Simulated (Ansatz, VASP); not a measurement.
**Two plane-wave programs on Sb3Se**

The input INCAR:

```
PREC = Accurate
ENCUT = 600
EDIFF = 1E-6
ISMEAR = 0
SIGMA = 0.1
LREAL = F
LASPH = T
NELM = 80
ALGO = Normal
ISIF = 3
LWAVE = F
LCHARG = F
GGA = PE
IBRION = 2
NSW = 90
EDIFFG = -0.04
```

File KPOINTS:

```
Automatic mesh
0
Gamma
  6 6 2
```

The input POSCAR:

```
Sb3Se
1.0
    3.6160373756      0.0000000000      0.0000000000
    0.0000000000      3.6160373756      0.0000000000
    0.0000000000      0.0000000000      7.9543038414
Sb Se
3 1
Direct
    0.5000000000      0.5000000000      0.7823267215
    0.0000000000      0.0000000000      0.5000000000
    0.5000000000      0.5000000000      0.2176732785
    0.0000000000      0.0000000000      0.0000000000
```

Input for Ansatz:

```yaml
crystal:
  lattice:
    - [3.6160373756, 0.0, 0.0]
    - [0.0, 3.6160373756, 0.0]
    - [0.0, 0.0, 7.9543038414]
  atoms:
    - { symbol: Sb, position: [0.5, 0.5, 0.7823267215] }
    - { symbol: Sb, position: [0.0, 0.0, 0.5] }
    - { symbol: Sb, position: [0.5, 0.5, 0.2176732785] }
    - { symbol: Se, position: [0.0, 0.0, 0.0] }
basis:
  ecutwfc: 420
kpoints:
  mp_grid: { grid: [6, 6, 2] }
hamiltonian:
  xc: pbe
scf:
  occupations: { method: gaussian, width: 0.1 }
  lower_state_search: "off"
output:
  forces: true
  stress: true
  eigenvalues: true
relax:
  adjacent_minimum: "off"
  f_tol: 0.04
  max_steps: 70
  cell: { stress_tol: 0.4 }
```

Change from the starting cell: species swapped into the Dy3Mg type (P4/mmm, No. 123).

Alike in both runs: task relaxation of cell and atoms; functional PBE; k mesh 6 × 6 × 2; occupations gaussian, width 0.1 eV; no spin polarisation.

|  | VASP | Ansatz |
| --- | --- | --- |
| version | VASP 6.6.1 | Ansatz 0.2.0 |
| potentials or method | VASP PAW PBE potentials, release 64 (Sb, Se), cutoff 600 eV | scalar-relativistic, plane waves, PAW |
| valence electrons in the cell | 21 | 61 |

```tsv
	VASP	Ansatz	Ansatz less VASP
gap on the k mesh at the Fermi level, each at its own relaxed structure (eV)	none	none	-
relaxed volume (Å³/atom)	25.64	25.62	-0.021
relaxed length of the cell vector where the two differ most in proportion (Å)	7.433	7.467	+0.0336
```

A gap of «none» marks a metal or a gap that the smearing closes. VASP's potentials hold 21 valence electrons a cell and Ansatz's 61, so a difference there can come from the potentials and not from the codes.

The k mesh is coarse, so the values compare programs but aren't converged. Neither program's run includes spin-orbit coupling. Noted on VASP's run: too few bands were computed for a metal, which touches its energy and stress.
